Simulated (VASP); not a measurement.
# ZnSe (I-4m2) in VASP: further runs, part 2 of 2

VASP 6.6.1.

### 5 Single point, LDA (film at in-plane strain +0.01)

Input file INCAR:

```
SYSTEM = ZnSe
PREC     = Accurate       ! precision mode
ENCUT    = 520            ! plane-wave cutoff, eV
EDIFF    = 1E-6           ! SCF threshold, eV
ISMEAR   = 0              ! smearing method
SIGMA    = 0.01           ! smearing width, eV
LREAL    = .FALSE.        ! projectors in reciprocal space
LASPH    = .TRUE.         ! aspherical terms in the spheres
NELM     = 60             ! most SCF steps
ALGO     = Normal         ! electronic algorithm
ISIF     = 2              ! what is computed and relaxed
LWAVE    = .FALSE.        ! write WAVECAR
LCHARG   = .TRUE.         ! write CHGCAR
LELF     = .TRUE.         ! ELF
LVHAR    = .TRUE.       
NBANDS   = 16             ! bands
```

Input file KPOINTS:

```
Automatic mesh
0
G
  8 8 8
  0 0 0
```

Input file POSCAR:

```
ZnSe
1.0
    2.8115970160      2.8115970160      0.0000000000
   -2.8115970160      2.8115970160      0.0000000000
    0.0000000000      2.8115970160      2.7498389218
Zn Se
1 1
Direct
    0.0000000000      0.0000000000      0.0000000000
    0.7500000000      0.2500000000      0.5000000000
```

Potentials or basis: VASP PAW LDA potentials, release 64 (Zn, Se).

The run is started by

```console
cat potpaw_LDA.64/Zn/POTCAR potpaw_LDA.64/Se/POTCAR > POTCAR
mpirun -np 1 vasp_std > vasp.out
```

OUTCAR:

```text
SYSTEM = ZnSe
   PREC = Accurate
   ENCUT = 520
   EDIFF = 1E-6
   ISMEAR = 0
   LREAL = .FALSE.
   LASPH = .TRUE.
   NELM = 60
   ISIF = 2

 ion  position               nearest neighbor table
   1  0.000  0.000  0.000-   2 2.42   2 2.42   2 2.42   2 2.42
   2  0.750  0.250  0.500-   1 2.42   1 2.42   1 2.42   1 2.42

  LATTYP: Found a body centered tetragonal cell.
 ALAT       =     3.9761986320
 C/A-ratio  =     1.3831496745

  Lattice vectors:

 A1 = (   2.8115970160,   0.0000000000,  -2.7498389218)
 A2 = (  -2.8115970160,   0.0000000000,  -2.7498389218)
 A3 = (   0.0000000000,   2.8115970160,   2.7498389218)

Analysis of symmetry for initial positions (statically):
=====================================================================
 Subroutine PRICEL returns:
 Original cell was already a primitive cell.

 Routine SETGRP: Setting up the symmetry group for a
 body centered tetragonal supercell.

 Subroutine GETGRP returns: Found  8 space group operations
 (whereof  8 operations were pure point group operations)
 out of a pool of 16 trial point group operations.

The static configuration has the point symmetry D_2d.

Analysis of symmetry for dynamics (positions and initial velocities):
=====================================================================
 Subroutine PRICEL returns:
[... 156 lines left out ...]
  energy without entropy =       -7.37027449  energy(sigma->0) =       -7.37027449

 E-fermi :   2.0412     XC(G=0):  -9.9040

 val. band max:        1.9746098344   @ k =   0.0000   0.0000   0.0000
 cond. band min:       3.1761156021   @ k =   0.0000   0.0000   0.0000
 fundamental gap:      1.2015057677
 Fermi energy:         2.0411618544

 k-point     1 :       0.0000    0.0000    0.0000
  band No.  band energies     occupation
      1     -11.6722      2.00000
      2      -4.9360      2.00000
      3      -4.9360      2.00000
      4      -4.9262      2.00000
      5      -4.5349      2.00000
      6      -4.5291      2.00000
[... 433 lines left out ...]
      3      -4.8462      2.00000
      4      -4.8145      2.00000
      5      -4.5457      2.00000
      6      -4.5143      2.00000
[... 8 lines left out ...]
     15      13.2044      0.00000
     16      14.4924      0.00000

 [... further k-points ...]
[... 5 lines left out ...]
  --------------------------------------------------------------------------------------
  -------------------------------------------------------------------------------------
  Total       -0.1259582     -0.1259582      0.0959582      0.0000000      0.0000000      0.0000000
  in kB       -4.6418772     -4.6418772      3.5363027      0.0000000      0.0000000      0.0000000
  external PRESSURE =      -1.9158173 kB  Pullay stress =       0.0000000 kB

 VOLUME and BASIS-vectors are now :
 -----------------------------------------------------------------------------
  energy-cutoff  :      520.00
  volume of cell :       43.48
      direct lattice vectors                 reciprocal lattice vectors
     2.811597016  2.811597016  0.000000000     0.177834874  0.177834874 -0.181828832
    -2.811597016  2.811597016  0.000000000    -0.177834874  0.177834874 -0.181828832
     0.000000000  2.811597016  2.749838922     0.000000000  0.000000000  0.363657664

 POSITION                                       TOTAL-FORCE (eV/Angst)
 -----------------------------------------------------------------------------------
      0.00000      0.00000      0.00000         0.000000      0.000000      0.000000
      1.40580      4.21740      1.37492        -0.000000     -0.000000      0.000000
 -----------------------------------------------------------------------------------
    total drift:                               -0.000001      0.000000     -0.000000

  FREE ENERGIE OF THE ION-ELECTRON SYSTEM (eV)
  ---------------------------------------------------
  free  energy   TOTEN  =        -7.3702744887 eV

  energy  without entropy=       -7.3702744887  energy(sigma->0) =       -7.37027449
```

OSZICAR:

```text
N       E                     dE             d eps       ncg     rms          rms(c)
DAV:   1     0.860755661622E+02    0.86076E+02   -0.87801E+03  1888   0.130E+03
DAV:   2    -0.228302573884E+01   -0.88359E+02   -0.82959E+02  2112   0.254E+02
DAV:   3    -0.763741286576E+01   -0.53544E+01   -0.53332E+01  2312   0.609E+01
DAV:   4    -0.768142666579E+01   -0.44014E-01   -0.44009E-01  2336   0.591E+00
DAV:   5    -0.768164238268E+01   -0.21572E-03   -0.21572E-03  2408   0.376E-01    0.521E+00
DAV:   6    -0.740173714821E+01    0.27991E+00   -0.55576E-01  2728   0.255E+01    0.393E+00
DAV:   7    -0.737532180309E+01    0.26415E-01   -0.15430E-01  2336   0.381E+00    0.164E+00
DAV:   8    -0.737081786700E+01    0.45039E-02   -0.33821E-03  2880   0.797E-01    0.420E-01
DAV:   9    -0.737026475095E+01    0.55312E-03   -0.91916E-04  2216   0.253E-01    0.575E-02
DAV:  10    -0.737028350456E+01   -0.18754E-04   -0.12719E-04  2712   0.122E-01    0.189E-02
DAV:  11    -0.737027445750E+01    0.90471E-05   -0.17970E-05  2808   0.661E-02    0.483E-03
DAV:  12    -0.737027448871E+01   -0.31206E-07   -0.28297E-06  2192   0.121E-02
   1 F= -.73702745E+01 E0= -.73702745E+01  d E =-.640484E-24
```

stdout:

```text
POSCAR found type information on POSCAR ZnSe
 POSCAR found :  2 types and       2 ions
 scaLAPACK will be used
 LDA part: xc-table for (Slater(with rela. corr.)+CA(PZ))
 , standard interpolation
 POSCAR, INCAR and KPOINTS ok, starting setup
 FFT: planning ... GRIDC
 FFT: planning ... GRID_SOFT
 FFT: planning ... GRID
 WAVECAR not read
 entering main loop
```

It took 17 s on 1 thread of Intel Xeon 6975P-C (Granite Rapids), shared host; peak memory 0.17 GiB.

Results:

- Free energy: -7.3703 eV
- Pressure: -0.2 GPa
- Band gap on the k mesh: 1.20 eV, direct

Caveat: the cell differs from its parent crystal (film at in-plane strain +0.01).

### 6 The runs side by side

| cell | gap on the mesh (eV) | pressure (GPa) |
| --- | --- | --- |
| a = 3.957, b = 3.957, c = 3.941 Å, angles 59.9, 59.9, 90.0°, 2 atoms | 1.24 | -0.1 |
| a = 3.976, b = 3.976, c = 3.933 Å, angles 59.6, 59.6, 90.0°, 2 atoms | 1.20 | -0.2 |
| a = 3.976, b = 3.976, c = 3.945 Å, angles 59.7, 59.7, 90.0°, 2 atoms | 1.19 | -0.6 |

Alike in all rows: task single point; level LDA; potentials or basis VASP PAW LDA potentials, release 64 (Zn, Se); no spin polarisation; k mesh 8 × 8 × 8; cutoff (eV) 520; smearing gaussian 0.01 eV.

Absolute energies hang on the potentials; compare differences alone.
